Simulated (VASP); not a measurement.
# Hg31S32 (a cell with a defect) in VASP: single point with PBEsol

Aim: the single point of Hg31S32 (a cell with a defect) with PBEsol.

All numbers are computed with VASP 6.6.1; they aren't measurements. Logs are shortened: lines on timing, memory, paths and dates and some standing lists are left out, and cuts for length are marked.

### Step 1. The cell of the first run

The cell holds a defect, 63 atoms: a = 11.754 Å, b = 11.754 Å, c = 11.754 Å, α = 90.00°, β = 90.00°, γ = 90.00°.

### Step 2. Single point, PBEsol

INCAR reads:

```
SYSTEM = Hg31S32
PREC = Accurate
ENCUT = 400
EDIFF = 1E-6
ISMEAR = -1
SIGMA = 0.05
LREAL = Auto
LASPH = .True.
NELM = 120
ALGO = Normal
ISIF = 2
LWAVE = .False.
LCHARG = .False.
GGA = PS
NBANDS = 319
NELECT = 566.0
ISYM = -1
GGA_COMPAT = .False.
```

KPOINTS reads:

```
explicit points
1
Reciprocal
  0.25000000   0.25000000   0.25000000 1
```

POSCAR reads:

```
Hg31S32
1.0
   11.7540900000      0.0000000000      0.0000000000
    0.0000000000     11.7540900000      0.0000000000
    0.0000000000      0.0000000000     11.7540900000
Hg S
31 32
Direct
    0.0007440000      0.0006790000      0.9999370000
    0.9996650000      0.0000110000      0.5008820000
    0.9994270000      0.5003970000      0.0001230000
    0.0020690000      0.5002240000      0.5002750000
    0.5005780000      0.9987480000      0.9998330000
    0.5012960000      0.0008620000      0.5000150000
    0.5007110000      0.5010120000      0.0007300000
    0.2524590000      0.2525350000      0.0015330000
    0.2578270000      0.2566680000      0.5092520000
    0.2518250000      0.7494410000      0.0004410000
    0.2581360000      0.7438720000      0.4941820000
    0.7485330000      0.2518490000      0.0004420000
    0.7430400000      0.2590580000      0.4942270000
    0.7483300000      0.7486360000      0.0013370000
    0.7406360000      0.7400360000      0.5096370000
    0.2518320000      0.0022360000      0.2523440000
    0.2523300000      0.0005460000      0.7489900000
    0.2571510000      0.5092750000      0.2569590000
    0.2587070000      0.4944510000      0.7440680000
    0.7497530000      0.0001620000      0.2523700000
    0.7485430000      0.0013550000      0.7486440000
    0.7440570000      0.4937200000      0.2592470000
    0.7404840000      0.5101180000      0.7405470000
    0.0008980000      0.2526620000      0.2528520000
    0.9994870000      0.2534510000      0.7495070000
    0.9997540000      0.7499290000      0.2527130000
    0.9995640000      0.7492670000      0.7492140000
    0.5089130000      0.2577990000      0.2570780000
    0.4928400000      0.2593280000      0.7447190000
    0.4932760000      0.7440540000      0.2590140000
    0.5092100000      0.7413400000      0.7403380000
    0.1243810000      0.1252950000      0.1248970000
    0.1245630000      0.1254280000      0.6242250000
    0.1245500000      0.6241570000      0.1252080000
    0.1260400000      0.6250760000      0.6251090000
    0.6234820000      0.1246950000      0.1252100000
    0.6239080000      0.1269620000      0.6250020000
    0.6242940000      0.6246620000      0.1271220000
    0.6072980000      0.6079170000      0.6079190000
    0.3750860000      0.3755080000      0.1268730000
    0.3856900000      0.3863190000      0.6145960000
    0.3751090000      0.8739960000      0.1261680000
    0.3749760000      0.8737960000      0.6244560000
    0.8733350000      0.3755750000      0.1258950000
    0.8731020000      0.3756870000      0.6244310000
    0.8741460000      0.8744490000      0.1241660000
    0.8715120000      0.8722780000      0.6225900000
    0.3752230000      0.1269380000      0.3750410000
    0.3755300000      0.1256180000      0.8743200000
    0.3855910000      0.6145690000      0.3862410000
    0.3750280000      0.6252750000      0.8734990000
    0.8733970000      0.1261670000      0.3760770000
    0.8739840000      0.1247290000      0.8741740000
    0.8735410000      0.6246490000      0.3753260000
    0.8716780000      0.6226550000      0.8724210000
    0.1273260000      0.3748880000      0.3750520000
    0.1257500000      0.3759440000      0.8740040000
    0.1256290000      0.8742730000      0.3757530000
    0.1244690000      0.8742370000      0.8738990000
    0.6138810000      0.3865400000      0.3862590000
    0.6247980000      0.3753070000      0.8734160000
    0.6249870000      0.8731970000      0.3749380000
    0.6228290000      0.8720740000      0.8719860000
```

Potentials or basis: VASP PAW PBE potentials, release 64 (Hg, S).

Launch:

```sh
$ cat potpaw_PBE.64/Hg/POTCAR potpaw_PBE.64/S/POTCAR > POTCAR
$ mpirun -np 1 vasp_std > vasp.out
```

OUTCAR:

```text
SYSTEM = Hg31S32
   PREC = Accurate
   ENCUT = 400
   EDIFF = 1E-6
   ISMEAR = -1
   LREAL = Auto
   LASPH = .True.
   NELM = 120
   ISIF = 2
   GGA = PS
   NELECT = 566.0
   ISYM = -1

 ion  position               nearest neighbor table
   1  0.001  0.001  1.000-  32 2.53  59 2.55  53 2.56  46 2.56
   2  1.000  0.000  0.501-  33 2.54  58 2.56  52 2.56  47 2.56
   3  0.999  0.500  0.000-  34 2.54  44 2.56  57 2.56  55 2.56
   4  0.002  0.500  0.500-  35 2.54  56 2.55  45 2.56  54 2.56
   5  0.501  0.999  1.000-  36 2.54  42 2.56  63 2.56  49 2.56
   6  0.501  0.001  0.500-  37 2.54  62 2.55  48 2.56  43 2.56
   7  0.501  0.501  0.001-  38 2.54  61 2.56  51 2.56  40 2.56
   8  0.252  0.253  0.002-  40 2.52  49 2.56  57 2.56  32 2.57
   9  0.258  0.257  0.509-  41 2.47  33 2.58  48 2.59  56 2.60
  10  0.252  0.749  0.000-  42 2.54  51 2.54  34 2.56  59 2.57
  11  0.258  0.744  0.494-  50 2.48  43 2.56  58 2.59  35 2.59
  12  0.749  0.252  0.000-  44 2.54  61 2.54  36 2.56  53 2.57
  13  0.743  0.259  0.494-  60 2.48  45 2.56  52 2.59  37 2.60
  14  0.748  0.749  0.001-  38 2.54  46 2.54  55 2.57  63 2.57
  15  0.741  0.740  0.510-  39 2.49  47 2.56  54 2.60  62 2.61  23 3.83  31 3.84
  16  0.252  0.002  0.252-  48 2.52  58 2.56  42 2.56  32 2.57
  17  0.252  0.001  0.749-  49 2.54  43 2.54  33 2.56  59 2.57
  18  0.257  0.509  0.257-  50 2.47  34 2.58  40 2.59  56 2.60
  19  0.259  0.494  0.744-  41 2.48  51 2.56  57 2.59  35 2.60
  20  0.750  0.000  0.252-  52 2.53  62 2.54  36 2.57  46 2.57
  21  0.749  0.001  0.749-  37 2.54  53 2.54  47 2.57  63 2.57
  22  0.744  0.494  0.259-  60 2.48  54 2.56  44 2.59  38 2.60
  23  0.740  0.510  0.741-  39 2.49  55 2.56  45 2.61  61 2.61  15 3.83  31 3.84
  24  0.001  0.253  0.253-  56 2.52  52 2.56  44 2.56  32 2.57
  25  0.999  0.253  0.750-  57 2.53  45 2.54  33 2.57  53 2.57
  26  1.000  0.750  0.253-  58 2.53  54 2.54  34 2.57  46 2.57
  27  1.000  0.749  0.749-  59 2.54  35 2.54  47 2.56  55 2.56
  28  0.509  0.258  0.257-  60 2.47  36 2.58  40 2.59  48 2.60
  29  0.493  0.259  0.745-  41 2.48  61 2.56  49 2.59  37 2.60
  30  0.493  0.744  0.259-  50 2.48  62 2.56  42 2.59  38 2.60
  31  0.509  0.741  0.740-  39 2.49  63 2.56  43 2.60  51 2.61  15 3.84  23 3.84
  32  0.124  0.125  0.125-   1 2.53  16 2.57   8 2.57  24 2.57
  33  0.125  0.125  0.624-   2 2.54  17 2.56  25 2.57   9 2.58
  34  0.125  0.624  0.125-   3 2.54  10 2.56  26 2.57  18 2.58
  35  0.126  0.625  0.625-   4 2.54  27 2.54  11 2.59  19 2.60
  36  0.623  0.125  0.125-   5 2.54  12 2.56  20 2.57  28 2.58
  37  0.624  0.127  0.625-   6 2.54  21 2.54  13 2.60  29 2.60
  38  0.624  0.625  0.127-   7 2.54  14 2.54  30 2.60  22 2.60
  39  0.607  0.608  0.608-  23 2.49  15 2.49  31 2.49
  40  0.375  0.376  0.127-   8 2.52   7 2.56  28 2.59  18 2.59
  41  0.386  0.386  0.615-   9 2.47  29 2.48  19 2.48
  42  0.375  0.874  0.126-  10 2.54   5 2.56  16 2.56  30 2.59
  43  0.375  0.874  0.624-  17 2.54  11 2.56   6 2.56  31 2.60
  44  0.873  0.376  0.126-  12 2.54   3 2.56  24 2.56  22 2.59
  45  0.873  0.376  0.624-  25 2.54  13 2.56   4 2.56  23 2.61
  46  0.874  0.874  0.124-  14 2.54   1 2.56  20 2.57  26 2.57
  47  0.872  0.872  0.623-  15 2.56   2 2.56  27 2.56  21 2.57
  48  0.375  0.127  0.375-  16 2.52   6 2.56   9 2.59  28 2.60
  49  0.376  0.126  0.874-  17 2.54   8 2.56   5 2.56  29 2.59
  50  0.386  0.615  0.386-  18 2.47  30 2.48  11 2.48
  51  0.375  0.625  0.873-  10 2.54  19 2.56   7 2.56  31 2.61
  52  0.873  0.126  0.376-  20 2.53   2 2.56  24 2.56  13 2.59
  53  0.874  0.125  0.874-  21 2.54   1 2.56  12 2.57  25 2.57
  54  0.874  0.625  0.375-  26 2.54  22 2.56   4 2.56  15 2.60
  55  0.872  0.623  0.872-  23 2.56  27 2.56   3 2.56  14 2.57
  56  0.127  0.375  0.375-  24 2.52   4 2.55  18 2.60   9 2.60
  57  0.126  0.376  0.874-  25 2.53   3 2.56   8 2.56  19 2.59
  58  0.126  0.874  0.376-  26 2.53   2 2.56  16 2.56  11 2.59
  59  0.124  0.874  0.874-  27 2.54   1 2.55  10 2.57  17 2.57
  60  0.614  0.387  0.386-  28 2.47  22 2.48  13 2.48
  61  0.625  0.375  0.873-  12 2.54   7 2.56  29 2.56  23 2.61
  62  0.625  0.873  0.375-  20 2.54   6 2.55  30 2.56  15 2.61
  63  0.623  0.872  0.872-  31 2.56   5 2.56  14 2.57  21 2.57

IMPORTANT INFORMATION: All symmetrisations will be switched off!
NOSYMM: (Re-)initialisation of all symmetry stuff for point group C_1.

----------------------------------------------------------------------------------------

                                     Primitive cell

  volume of cell :    1623.9290

  direct lattice vectors                    reciprocal lattice vectors
    11.754090000  0.000000000  0.000000000     0.085076769  0.000000000  0.000000000
     0.000000000 11.754090000  0.000000000     0.000000000  0.085076769  0.000000000
     0.000000000  0.000000000 11.754090000     0.000000000  0.000000000  0.085076769

  length of vectors
    11.754090000 11.754090000 11.754090000     0.085076769  0.085076769  0.085076769

  position of ions in fractional coordinates (direct lattice)
     0.000744000  0.000679000  0.999937000
     0.999665000  0.000011000  0.500882000
     0.999427000  0.500397000  0.000123000
     0.002069000  0.500224000  0.500275000
     0.500578000  0.998748000  0.999833000
     0.501296000  0.000862000  0.500015000
[... 55 lines left out ...]
     0.624987000  0.873197000  0.374938000
     0.622829000  0.872074000  0.871986000

  ion indices of the primitive-cell ions
   primitive index   ion index
                 1           1
                 2           2
                 3           3
                 4           4
                 5           5
                 6           6
[... 55 lines left out ...]
                62          62
                63          63

----------------------------------------------------------------------------------------

 KPOINTS: explicit points

Read explicit list of k-points.

 Found      1 k-points:

 Following reciprocal coordinates:
            Coordinates               Weight
  0.250000  0.250000  0.250000      1.000000
   k-points           NKPTS =      1   k-points in BZ     NKDIM =      1   number of bands    NBANDS=    319
   number of dos      NEDOS =    301   number of ions     NIONS =     63
   total plane-waves  NPLWV = 512000
   dimension x,y,z NGX =    80 NGY =   80 NGZ =   80
   dimension x,y,z NGXF=   160 NGYF=  160 NGZF=  160
   ions per type =              31  32
   NGX,Y,Z   is equivalent  to a cutoff of  11.31, 11.31, 11.31 a.u.
   NGXF,Y,Z  is equivalent  to a cutoff of  22.63, 22.63, 22.63 a.u.
 SYSTEM =  Hg31S32
   PREC   = accura    normal or accurate (medium, high low for compatibility)
   ISTART =      0    job   : 0-new  1-cont  2-samecut
   ICHARG =      2    charge: 1-file 2-atom 10-const
   ISPIN  =      1    spin polarized calculation?
   LNONCOLLINEAR =      F non collinear calculations
   LSORBIT =      F    spin-orbit coupling
   LASPH  =      T    aspherical Exc in radial PAW
   ENCUT  =  400.0 eV  29.40 Ry    5.42 a.u.  19.17 19.17 19.17*2*pi/ulx,y,z
   NELM   =    120;   NELMIN=  2; NELMDL= -5     # of ELM steps
   EDIFF  = 0.1E-05   stopping-criterion for ELM
   LREAL  =      T    real-space projection
   EDIFFG = 0.1E-04   stopping-criterion for IOM
   NSW    =      0    number of steps for IOM
   IBRION =     -1    ionic relax: 0-MD 1-quasi-New 2-CG
   NFREE  =      0    steps in history (QN), initial steepest desc. (CG)
   ISIF   =      2    stress and relaxation
   ISYM   =     -1    0-nonsym 1-usesym 2-fastsym
   POTIM  = 0.5000    time-step for ionic-motion
   TEBEG  =    0.0;   TEEND  =   0.0 temperature during run
   PSTRESS=    0.0 pullay stress
   NELECT =     566.0000    total number of electrons
   NUPDOWN=      -1.0000    fix difference up-down
   EMIN   =  10.00;   EMAX   =-10.00  energy-range for DOS
   EFERMI =   0.00;   METHOD = LEGACY
   ISMEAR =    -1;   SIGMA  =   0.05  broadening in eV -4-tet -1-fermi 0-gaus
   EFERMI_NEDOS =   21; number of points for ismear=-14 and -15
   IALGO  =     38    algorithm
   IMIX   =      4    mixing-type and parameters
     AMIX     =   0.40;   BMIX     =  1.00
     AMIX_MAG =   1.60;   BMIX_MAG =  1.00
  volume/ion in A,a.u.               =      25.78       173.95
  Fermi-wavevector in a.u.,A,eV,Ry     =   1.152103  2.177159 18.059574  1.327341
  Thomas-Fermi vector in A             =   2.288756
   LORBIT       =      0    0 simple, 1 ext, 2 COOP (PROOUT), +10 PAW based schemes
   GGA     = PS    functional components
   LHFCALC =     F    Hartree Fock is set to
   AEXX    =    0.0000 exact exchange contribution
   IVDW    =     0    specifies the selected vdW correction
   LEPSILON=     F    determine dielectric tensor
   LRPA    =     F    only Hartree local field effects (RPA)
 non-spin polarized calculation
  energy-cutoff  :      400.00
  volume of cell :     1623.93
 maximum number of plane-waves:     29497
 NGX is ok and might be reduce to    80
   NGX = 39   NGY = 39   NGZ = 39

 number of electron     565.9999951 magnetization

 Free energy of the ion-electron system (eV)
  ---------------------------------------------------
  ext. energy  EPLUGINS =         0.00000000
  ---------------------------------------------------
  free energy    TOTEN  =      -162.98944008 eV

  energy without entropy =     -162.98922304  energy(sigma->0) =     -162.98933156

 E-fermi :   2.1277     XC(G=0):  -9.3995

 val. band max:        1.6341456191   @ k =   0.2500   0.2500   0.2500
 cond. band min:       2.5867039370   @ k =   0.2500   0.2500   0.2500
 fundamental gap:      0.9525583179
 Fermi energy:         2.1276822527

 k-point     1 :       0.2500    0.2500    0.2500
  band No.  band energies     occupation
      1     -11.2710      2.00000
      2     -11.1007      2.00000
      3     -11.1001      2.00000
      4     -11.0859      2.00000
      5     -10.9591      2.00000
      6     -10.9587      2.00000
[... 287 lines left out ...]
    294       4.0350      0.00000
    295       4.5102      0.00000
 [bands above 295 left out]

------------------------ aborting loop because EDIFF is reached ----------------------------------------

  FORCE on cell =-STRESS in cart. coord.  units (eV):
  Direction    XX          YY          ZZ          XY          YZ          ZX
  --------------------------------------------------------------------------------------
  -------------------------------------------------------------------------------------
  Total       11.7693250     11.7665329     11.7848499     -0.8165912     -0.8124887     -0.8232784
  in kB       11.6116812     11.6089264     11.6269981     -0.8056534     -0.8016058     -0.8122510
  external PRESSURE =      11.6158686 kB  Pullay stress =       0.0000000 kB

 VOLUME and BASIS-vectors are now :
 -----------------------------------------------------------------------------
  energy-cutoff  :      400.00
  volume of cell :     1623.93
      direct lattice vectors                 reciprocal lattice vectors
    11.754090000  0.000000000  0.000000000     0.085076769  0.000000000  0.000000000
     0.000000000 11.754090000  0.000000000     0.000000000  0.085076769  0.000000000
     0.000000000  0.000000000 11.754090000     0.000000000  0.000000000  0.085076769

 POSITION                                       TOTAL-FORCE (eV/Angst)
 -----------------------------------------------------------------------------------
      0.00875      0.00798     11.75335        -0.000790      0.000063      0.003616
     11.75015      0.00013      5.88741        -0.004051     -0.001155     -0.000753
     11.74735      5.88171      0.00145         0.001453      0.003543     -0.003306
      0.02432      5.87968      5.88028        -0.008626      0.005613      0.004851
      5.88384     11.73937     11.75213         0.000005      0.008715      0.000119
      5.89228      0.01013      5.87722        -0.007436      0.002386      0.005554
[... 55 lines left out ...]
      7.34615     10.26364      4.40705         0.013657     -0.002871     -0.003727
      7.32079     10.25044     10.24940        -0.004398     -0.005073     -0.002074
 -----------------------------------------------------------------------------------
    total drift:                                0.002336      0.001890      0.005869

  FREE ENERGIE OF THE ION-ELECTRON SYSTEM (eV)
  ---------------------------------------------------
  free  energy   TOTEN  =      -162.9894400797 eV

  energy  without entropy=     -162.9892230357  energy(sigma->0) =     -162.98933156
```

It took 10 min on 1 thread of Intel Xeon Platinum 8488C (Sapphire Rapids), shared host; peak memory 1 GiB.

Results:

```
Free energy   : -162.9894 eV
Largest force : 0.062 eV/Å
```

Forces in eV/Å, atoms in the order of the input:
```
Hg  -0.001  0.000  0.004
Hg  -0.004 -0.001 -0.001
Hg   0.001  0.004 -0.003
Hg  -0.009  0.006  0.005
Hg   0.000  0.009  0.000
Hg  -0.007  0.002  0.006
Hg  -0.002 -0.002  0.001
Hg  -0.003  0.003  0.004
Hg  -0.015 -0.004  0.003
Hg   0.012 -0.005 -0.009
Hg   0.003  0.004 -0.012
Hg   0.002  0.012 -0.007
Hg   0.003 -0.003 -0.009
Hg  -0.007 -0.007 -0.001
Hg   0.001  0.008  0.002
Hg   0.004 -0.003  0.003
Hg   0.005 -0.005 -0.001
Hg  -0.004  0.007  0.001
Hg  -0.007 -0.008  0.003
Hg  -0.007 -0.002  0.007
Hg  -0.006  0.000 -0.007
Hg   0.000 -0.008 -0.006
Hg   0.001 -0.002  0.002
Hg   0.000  0.002  0.000
Hg  -0.005 -0.002 -0.005
Hg  -0.009 -0.006  0.002
Hg   0.008 -0.010 -0.010
Hg   0.006 -0.010 -0.002
Hg  -0.004 -0.007  0.003
Hg  -0.010  0.005  0.001
Hg   0.004 -0.002  0.004
S   -0.005  0.000 -0.005
S    0.003  0.010 -0.004
S   -0.004 -0.008  0.003
S   -0.002  0.005  0.006
S   -0.011  0.005  0.008
S    0.005  0.001  0.003
S    0.011  0.007 -0.005
S   -0.033 -0.033 -0.033
S   -0.005 -0.005 -0.005
S    0.038  0.036 -0.033
S    0.004 -0.005  0.000
S   -0.003  0.002  0.006
S   -0.003  0.001 -0.001
S    0.003 -0.005  0.013
S    0.011  0.004  0.001
S   -0.001  0.000 -0.007
S    0.002  0.007 -0.003
S    0.005  0.001 -0.007
S    0.029 -0.032  0.037
S   -0.004  0.012  0.003
S   -0.002 -0.002  0.007
S    0.006  0.004  0.004
S    0.006  0.013 -0.004
S    0.000 -0.004  0.001
S    0.008 -0.008 -0.006
S    0.005  0.006  0.001
S    0.003 -0.004  0.009
S   -0.001  0.007  0.005
S   -0.033  0.028  0.033
S    0.009 -0.004  0.001
S    0.014 -0.003 -0.004
S   -0.004 -0.005 -0.002
```

Caveat: the cell carries a net charge on a neutralising background, which shifts energy and pressure; the cell is charged against a uniform background, so pressure and absolute levels hang on convention; the PAW data sets were made with another functional, which shifts forces and pressure a little; spin-orbit coupling is left out, which moves the levels of the heavy elements.
